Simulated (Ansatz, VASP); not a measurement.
## One calculation of YInC6N6, two programs

```xyz
14
Lattice="0.0000 5.3735 5.3735 5.3735 0.0000 5.3735 5.3735 5.3735 0.0000" Properties=species:S:1:pos:R:3 pbc="T T T"
Y     0.0000    0.0000    0.0000
In    5.3735    5.3735    5.3735
C     2.1060    5.3735    5.3735
C     5.3735    2.1060    5.3735
C     5.3735    5.3735    2.1060
C     8.6410    5.3735    5.3735
C     5.3735    8.6410    5.3735
C     5.3735    5.3735    8.6410
N     3.2760    5.3735    5.3735
N     5.3735    3.2760    5.3735
N     5.3735    5.3735    3.2760
N     7.4710    5.3735    5.3735
N     5.3735    7.4710    5.3735
N     5.3735    5.3735    7.4710
```

Alike in both runs: task relaxation of cell and atoms; functional PBE; k mesh 4 × 4 × 4; occupations gaussian, width 0.1 eV; no spin polarisation.

|  | VASP | Ansatz |
| --- | --- | --- |
| version | VASP 6.6.1 | Ansatz 0.2.0 |
| potentials or method | VASP PAW PBE potentials, release 64 (Y_sv, In_d, C, N), cutoff 600 eV | scalar-relativistic, plane waves, PAW |
| valence electrons in the cell | 78 | 78 |

```csv
,VASP,Ansatz,Ansatz less VASP
"gap on the k mesh at the Fermi level, each at its own relaxed structure (eV)",4.54,4.57,+0.029
relaxed volume (Å³/atom),29.38,29.40,+0.022
relaxed length of the cell vector where the two differ most in proportion (Å),8.347,8.349,+0.0020
```

Noted on VASP's run: the standard files for N, O and F lose accuracy on very short bonds; the volume moved by over 15 % at a fixed basis, so the end points are rough.
